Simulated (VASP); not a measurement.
# BAs (F-43m) in VASP: further runs, part 2 of 3

VASP 6.6.1. The steps go on from the part before.

### 3 Single point, PBE

This run uses another cell than the first one, of 12.51 Å³/atom, 0.887 times its volume.

INCAR reads:

```
PREC = Accurate
ENCUT = 500
EDIFF = 1E-6
ISMEAR = 0
SIGMA = 0.01
LREAL = F
LASPH = T
NELM = 120
ALGO = Normal
ISIF = 2
LWAVE = F
LCHARG = F
GGA = PE
NBANDS = 11
GGA_COMPAT = F
```

KPOINTS reads:

```
regular mesh
0
Gamma
  2 2 2
```

POSCAR reads:

```
BAs
1.0
    0.0000000000      2.3216190800      2.3216190800
    2.3216190800      0.0000000000      2.3216190800
    2.3216190800      2.3216190800      0.0000000000
B As
1 1
Direct
    0.0000000000      0.0000000000      0.0000000000
    0.2500000000      0.2500000000      0.2500000000
```

Potentials or basis: VASP PAW PBE potentials, release 64 (B, As).

Started as:

```bash
$ cat potpaw_PBE.64/B/POTCAR potpaw_PBE.64/As/POTCAR > POTCAR
$ mpirun -np 1 vasp_std > vasp.out
```

OUTCAR:

```text
PREC = Accurate
   ENCUT = 500
   EDIFF = 1E-6
   ISMEAR = 0
   LREAL = F
   LASPH = T
   NELM = 120
   ISIF = 2
   GGA = PE

 ion  position               nearest neighbor table
   1  0.000  0.000  0.000-   2 2.01   2 2.01   2 2.01   2 2.01
   2  0.250  0.250  0.250-   1 2.01   1 2.01   1 2.01   1 2.01

  LATTYP: Found a face centered cubic cell.
 ALAT       =     4.6432381600

  Lattice vectors:

 A1 = (   0.0000000000,   2.3216190800,   2.3216190800)
 A2 = (   2.3216190800,   0.0000000000,   2.3216190800)
 A3 = (   2.3216190800,   2.3216190800,   0.0000000000)

Analysis of symmetry for initial positions (statically):
=====================================================================
 Subroutine PRICEL returns:
 Original cell was already a primitive cell.

 Routine SETGRP: Setting up the symmetry group for a
 face centered cubic supercell.

 Subroutine GETGRP returns: Found 24 space group operations
 (whereof 24 operations were pure point group operations)
 out of a pool of 48 trial point group operations.

The static configuration has the point symmetry T_d .

Analysis of symmetry for dynamics (positions and initial velocities):
=====================================================================
 Subroutine PRICEL returns:
 Original cell was already a primitive cell.

 Routine SETGRP: Setting up the symmetry group for a
 face centered cubic supercell.

 Subroutine GETGRP returns: Found 24 space group operations
 (whereof 24 operations were pure point group operations)
 out of a pool of 48 trial point group operations.

The dynamic configuration has the point symmetry T_d .

 Subroutine INISYM returns: Found 24 space group operations
 (whereof 24 operations are pure point group operations),
 and found     1 'primitive' translations

----------------------------------------------------------------------------------------

                                     Primitive cell

  volume of cell :      25.0267

  direct lattice vectors                    reciprocal lattice vectors
     0.000000000  2.321619080  2.321619080    -0.215366941  0.215366941  0.215366941
     2.321619080  0.000000000  2.321619080     0.215366941 -0.215366941  0.215366941
     2.321619080  2.321619080  0.000000000     0.215366941  0.215366941 -0.215366941

  length of vectors
     3.283265190  3.283265190  3.283265190     0.373026485  0.373026485  0.373026485

  position of ions in fractional coordinates (direct lattice)
     0.000000000  0.000000000  0.000000000
     0.250000000  0.250000000  0.250000000

  ion indices of the primitive-cell ions
   primitive index   ion index
                 1           1
                 2           2

----------------------------------------------------------------------------------------

 KPOINTS: regular mesh

Automatic generation of k-mesh.
 Grid dimensions read from file:
 generate k-points for:    2    2    2

 Generating k-lattice:

  Cartesian coordinates                     Fractional coordinates (reciprocal lattice)
    -0.107683471  0.107683471  0.107683471     0.500000000  0.000000000  0.000000000
     0.107683471 -0.107683471  0.107683471     0.000000000  0.500000000  0.000000000
     0.107683471  0.107683471 -0.107683471     0.000000000  0.000000000  0.500000000

  Length of vectors
     0.186513242  0.186513242  0.186513242

  Shift w.r.t. Gamma in fractional coordinates (k-lattice)
     0.000000000  0.000000000  0.000000000

 Subroutine IBZKPT returns following result:
 ===========================================

 Found      3 irreducible k-points:

 Following reciprocal coordinates:
            Coordinates               Weight
  0.000000  0.000000  0.000000      1.000000
  0.500000  0.000000  0.000000      4.000000
  0.500000  0.500000  0.000000      3.000000
   k-points           NKPTS =      3   k-points in BZ     NKDIM =      3   number of bands    NBANDS=     11
   number of dos      NEDOS =    301   number of ions     NIONS =      2
   total plane-waves  NPLWV =  13824
   dimension x,y,z NGX =    24 NGY =   24 NGZ =   24
   dimension x,y,z NGXF=    48 NGYF=   48 NGZF=   48
   ions per type =               1   1
   NGX,Y,Z   is equivalent  to a cutoff of  12.15, 12.15, 12.15 a.u.
   NGXF,Y,Z  is equivalent  to a cutoff of  24.30, 24.30, 24.30 a.u.
 SYSTEM =  unknown system
   PREC   = accura    normal or accurate (medium, high low for compatibility)
   ISTART =      0    job   : 0-new  1-cont  2-samecut
   ICHARG =      2    charge: 1-file 2-atom 10-const
   ISPIN  =      1    spin polarized calculation?
   LNONCOLLINEAR =      F non collinear calculations
   LSORBIT =      F    spin-orbit coupling
   LASPH  =      T    aspherical Exc in radial PAW
   ENCUT  =  500.0 eV  36.75 Ry    6.06 a.u.   5.99  5.99  5.99*2*pi/ulx,y,z
   NELM   =    120;   NELMIN=  2; NELMDL= -5     # of ELM steps
   EDIFF  = 0.1E-05   stopping-criterion for ELM
   LREAL  =      F    real-space projection
   EDIFFG = 0.1E-04   stopping-criterion for IOM
   NSW    =      0    number of steps for IOM
   IBRION =     -1    ionic relax: 0-MD 1-quasi-New 2-CG
   NFREE  =      0    steps in history (QN), initial steepest desc. (CG)
   ISIF   =      2    stress and relaxation
   ISYM   =      2    0-nonsym 1-usesym 2-fastsym
   POTIM  = 0.5000    time-step for ionic-motion
   TEBEG  =    0.0;   TEEND  =   0.0 temperature during run
   PSTRESS=    0.0 pullay stress
   NELECT =       8.0000    total number of electrons
   NUPDOWN=      -1.0000    fix difference up-down
   EMIN   =  10.00;   EMAX   =-10.00  energy-range for DOS
   EFERMI =   0.00;   METHOD = LEGACY
   ISMEAR =     0;   SIGMA  =   0.01  broadening in eV -4-tet -1-fermi 0-gaus
   EFERMI_NEDOS =   21; number of points for ismear=-14 and -15
   IALGO  =     38    algorithm
   IMIX   =      4    mixing-type and parameters
     AMIX     =   0.40;   BMIX     =  1.00
     AMIX_MAG =   1.60;   BMIX_MAG =  1.00
  volume/ion in A,a.u.               =      12.51        84.44
  Fermi-wavevector in a.u.,A,eV,Ry     =   1.119362  2.115287 17.047707  1.252971
  Thomas-Fermi vector in A             =   2.256000
   LORBIT       =      0    0 simple, 1 ext, 2 COOP (PROOUT), +10 PAW based schemes
   GGA     = PE    functional components
   LHFCALC =     F    Hartree Fock is set to
   AEXX    =    0.0000 exact exchange contribution
   IVDW    =     0    specifies the selected vdW correction
   LEPSILON=     F    determine dielectric tensor
   LRPA    =     F    only Hartree local field effects (RPA)
 non-spin polarized calculation
 Gauss-broadening in eV      SIGMA  =   0.01
  energy-cutoff  :      500.00
  volume of cell :       25.03
 maximum number of plane-waves:       636
 NGX is ok and might be reduce to    24
   NGX = 11   NGY = 11   NGZ = 11

 number of electron       8.0000000 magnetization

 Free energy of the ion-electron system (eV)
  ---------------------------------------------------
  ext. energy  EPLUGINS =         0.00000000
  ---------------------------------------------------
  free energy    TOTEN  =        -8.18303976 eV

  energy without entropy =       -8.18303976  energy(sigma->0) =       -8.18303976

 E-fermi :   7.5244     XC(G=0): -10.7877

 val. band max:        7.4592064910   @ k =   0.0000   0.0000   0.0000
 cond. band min:       8.5905989952   @ k =   0.5000   0.5000   0.0000
 fundamental gap:      1.1313925043
 Fermi energy:         7.5244467525

 k-point     1 :       0.0000    0.0000    0.0000
  band No.  band energies     occupation
      1      -8.8836      2.00000
      2       7.4592      2.00000
      3       7.4592      2.00000
      4       7.4592      2.00000
      5      10.6826      0.00000
      6      10.6826      0.00000
      7      10.6826      0.00000
      8      13.2673      0.00000
      9      17.3670      0.00000
     10      20.5294      0.00000
     11      20.5294      0.00000

 k-point     2 :       0.5000    0.0000    0.0000
  band No.  band energies     occupation
      1      -5.6722      2.00000
      2      -2.1067      2.00000
      3       5.4396      2.00000
      4       5.4396      2.00000
      5      10.6097      0.00000
      6      12.1524      0.00000
      7      12.1524      0.00000
      8      16.3353      0.00000
      9      20.8544      0.00000
     10      22.5238      0.00000
     11      22.5238      0.00000

 k-point     3 :       0.5000    0.5000    0.0000
  band No.  band energies     occupation
      1      -4.2227      2.00000
      2      -1.6439      2.00000
      3       2.9104      2.00000
      4       2.9104      2.00000
      5       8.5906      0.00000
      6       8.6617      0.00000
      7      19.6416      0.00000
      8      19.6416      0.00000
      9      21.2054      0.00000
     10      25.9072      0.00000
     11      25.9100      0.00000

------------------------ aborting loop because EDIFF is reached ----------------------------------------

  FORCE on cell =-STRESS in cart. coord.  units (eV):
  Direction    XX          YY          ZZ          XY          YZ          ZX
  --------------------------------------------------------------------------------------
  -------------------------------------------------------------------------------------
  Total        5.0689583      5.0689583      5.0689583     -0.0000000      0.0000000      0.0000000
  in kB      324.5087505    324.5087505    324.5087505     -0.0000000      0.0000000      0.0000000
  external PRESSURE =     324.5087505 kB  Pullay stress =       0.0000000 kB

 VOLUME and BASIS-vectors are now :
 -----------------------------------------------------------------------------
  energy-cutoff  :      500.00
  volume of cell :       25.03
      direct lattice vectors                 reciprocal lattice vectors
     0.000000000  2.321619080  2.321619080    -0.215366941  0.215366941  0.215366941
     2.321619080  0.000000000  2.321619080     0.215366941 -0.215366941  0.215366941
     2.321619080  2.321619080  0.000000000     0.215366941  0.215366941 -0.215366941

 POSITION                                       TOTAL-FORCE (eV/Angst)
 -----------------------------------------------------------------------------------
      0.00000      0.00000      0.00000        -0.000000     -0.000000     -0.000000
      1.16081      1.16081      1.16081         0.000000      0.000000      0.000000
 -----------------------------------------------------------------------------------
    total drift:                                0.000000      0.000000      0.000000

  FREE ENERGIE OF THE ION-ELECTRON SYSTEM (eV)
  ---------------------------------------------------
  free  energy   TOTEN  =        -8.1830397565 eV

  energy  without entropy=       -8.1830397565  energy(sigma->0) =       -8.18303976
```

stdout:

```text
POSCAR found type information on POSCAR B As
 POSCAR found :  2 types and       2 ions
 scaLAPACK will be used
 LDA part: xc-table for (Slater+PW92), standard interpolation
 POSCAR, INCAR and KPOINTS ok, starting setup
 FFT: planning ... GRIDC
 FFT: planning ... GRID_SOFT
 FFT: planning ... GRID
 WAVECAR not read
 entering main loop
```

It took 8.1 s on 1 thread of Intel Xeon 8259CL, shared host; peak memory 0.13 GiB.

What came out:

```yaml
Free_energy: -8.1830 eV
Pressure: 32.5 GPa
Band_gap_on_the_k_mesh: 1.13 eV, indirect (least direct gap 3.22 eV)
```

Caveat: the k points lie up to 1.17 Å⁻¹ apart. As with any semilocal functional, this PBE gap is likely too small.

### 4 Single point, PBE

INCAR reads:

```
SYSTEM = BAs
PREC = Accurate ; ENCUT = 500
EDIFF = 1E-6 ; ISMEAR = 0
SIGMA = 0.01 ; LREAL = .False.
LASPH = .True. ; NELM = 120
ALGO = Normal ; ISIF = 2
LWAVE = .False. ; LCHARG = .False.
GGA = PE ; NBANDS = 11
GGA_COMPAT = .False.
```

KPOINTS reads:

```
Automatic mesh
0
Gamma
  2 2 2
  0 0 0
```

POSCAR reads:

```
BAs
1.0
    0.0000000000      2.4164823900      2.4164823900
    2.4164823900      0.0000000000      2.4164823900
    2.4164823900      2.4164823900      0.0000000000
B As
1 1
Direct
    0.0000000000      0.0000000000      0.0000000000
    0.2500000000      0.2500000000      0.2500000000
```

Potentials or basis: VASP PAW PBE potentials, release 64 (B, As).

Started as:

```bash
$ cat potpaw_PBE.64/B/POTCAR potpaw_PBE.64/As/POTCAR > POTCAR
$ mpirun -np 1 vasp_std > vasp.out
```

OUTCAR:

```text
SYSTEM = BAs
   PREC = Accurate
   ENCUT = 500
   EDIFF = 1E-6
   ISMEAR = 0
   LREAL = .False.
   LASPH = .True.
   NELM = 120
   ISIF = 2
   GGA = PE

 ion  position               nearest neighbor table
   1  0.000  0.000  0.000-   2 2.09   2 2.09   2 2.09   2 2.09
   2  0.250  0.250  0.250-   1 2.09   1 2.09   1 2.09   1 2.09

  LATTYP: Found a face centered cubic cell.
 ALAT       =     4.8329647800

  Lattice vectors:

 A1 = (   0.0000000000,   2.4164823900,   2.4164823900)
 A2 = (   2.4164823900,   0.0000000000,   2.4164823900)
 A3 = (   2.4164823900,   2.4164823900,   0.0000000000)

Analysis of symmetry for initial positions (statically):
=====================================================================
 Subroutine PRICEL returns:
 Original cell was already a primitive cell.

 Routine SETGRP: Setting up the symmetry group for a
 face centered cubic supercell.

 Subroutine GETGRP returns: Found 24 space group operations
 (whereof 24 operations were pure point group operations)
 out of a pool of 48 trial point group operations.

The static configuration has the point symmetry T_d .

Analysis of symmetry for dynamics (positions and initial velocities):
[... 148 lines left out ...]
      2       6.0717      2.00000
      3       6.0717      2.00000
      4       6.0717      2.00000
      5       9.1799      0.00000
      6       9.1799      0.00000
      7       9.1799      0.00000
      8      10.3511      0.00000
      9      15.4382      0.00000
     10      18.6817      0.00000
     11      18.6817      0.00000
[... 15 lines left out ...]
 k-point     3 :       0.5000    0.5000    0.0000
  band No.  band energies     occupation
      1      -5.0882      2.00000
      2      -2.3188      2.00000
      3       2.0587      2.00000
      4       2.0587      2.00000
      5       7.4090      0.00000
      6       7.4363      0.00000
      7      17.0998      0.00000
      8      17.0998      0.00000
      9      18.7036      0.00000
     10      22.7530      0.00000
     11      23.4905      0.00000

------------------------ aborting loop because EDIFF is reached ----------------------------------------

  FORCE on cell =-STRESS in cart. coord.  units (eV):
  Direction    XX          YY          ZZ          XY          YZ          ZX
  --------------------------------------------------------------------------------------
  -------------------------------------------------------------------------------------
  Total        1.7296859      1.7296859      1.7296859      0.0000000      0.0000000      0.0000000
  in kB       98.1967077     98.1967077     98.1967077      0.0000000      0.0000000      0.0000000
  external PRESSURE =      98.1967077 kB  Pullay stress =       0.0000000 kB

 VOLUME and BASIS-vectors are now :
 -----------------------------------------------------------------------------
  energy-cutoff  :      500.00
  volume of cell :       28.22
      direct lattice vectors                 reciprocal lattice vectors
     0.000000000  2.416482390  2.416482390    -0.206912329  0.206912329  0.206912329
     2.416482390  0.000000000  2.416482390     0.206912329 -0.206912329  0.206912329
     2.416482390  2.416482390  0.000000000     0.206912329  0.206912329 -0.206912329

 POSITION                                       TOTAL-FORCE (eV/Angst)
 -----------------------------------------------------------------------------------
      0.00000      0.00000      0.00000         0.000000     -0.000000     -0.000000
      1.20824      1.20824      1.20824        -0.000000      0.000000      0.000000
 -----------------------------------------------------------------------------------
    total drift:                               -0.000000     -0.000000     -0.000000

  FREE ENERGIE OF THE ION-ELECTRON SYSTEM (eV)
  ---------------------------------------------------
  free  energy   TOTEN  =        -8.5849977729 eV

  energy  without entropy=       -8.5849977729  energy(sigma->0) =       -8.58499777
```

OSZICAR:

```text
N       E                     dE             d eps       ncg     rms          rms(c)
DAV:   1     0.160878719094E+02    0.16088E+02   -0.35197E+03    66   0.593E+02
DAV:   2    -0.870294247621E+01   -0.24791E+02   -0.23510E+02    83   0.108E+02
DAV:   3    -0.949460130994E+01   -0.79166E+00   -0.79020E+00    84   0.168E+01
DAV:   4    -0.949684399940E+01   -0.22427E-02   -0.22424E-02    72   0.963E-01
DAV:   5    -0.949684847958E+01   -0.44802E-05   -0.44802E-05    89   0.465E-02    0.550E+00
DAV:   6    -0.867925695591E+01    0.81759E+00   -0.26609E+00    69   0.629E+00    0.260E+00
DAV:   7    -0.859428252731E+01    0.84974E-01   -0.14790E-01    72   0.215E+00    0.128E+00
DAV:   8    -0.858301682121E+01    0.11266E-01   -0.52831E-02    66   0.127E+00    0.220E-01
DAV:   9    -0.858453684713E+01   -0.15200E-02   -0.23074E-03    84   0.236E-01    0.930E-02
DAV:  10    -0.858498897739E+01   -0.45213E-03   -0.58489E-04    66   0.151E-01    0.247E-02
DAV:  11    -0.858499491455E+01   -0.59372E-05   -0.10963E-05    78   0.221E-02    0.125E-02
DAV:  12    -0.858499771036E+01   -0.27958E-05   -0.62201E-06    69   0.146E-02    0.340E-03
DAV:  13    -0.858499777294E+01   -0.62587E-07   -0.84746E-08    51   0.219E-03
   1 F= -.85849978E+01 E0= -.85849978E+01  d E =-.147838E-25
```

stdout:

```text
POSCAR found type information on POSCAR B As
 POSCAR found :  2 types and       2 ions
 scaLAPACK will be used
 LDA part: xc-table for (Slater+PW92), standard interpolation
 POSCAR, INCAR and KPOINTS ok, starting setup
 FFT: planning ... GRIDC
 FFT: planning ... GRID_SOFT
 FFT: planning ... GRID
 WAVECAR not read
 entering main loop
```

Wall time 10 s (1 thread of Intel Xeon 8259CL, shared host); peak memory 0.15 GiB.

What came out:

```yaml
Free_energy: -8.5850 eV
Pressure: 9.8 GPa
Band_gap_on_the_k_mesh: 1.34 eV, indirect (least direct gap 3.11 eV)
```

Caveat: the k points lie up to 1.13 Å⁻¹ apart.

(Continued in part 3 of 3.)
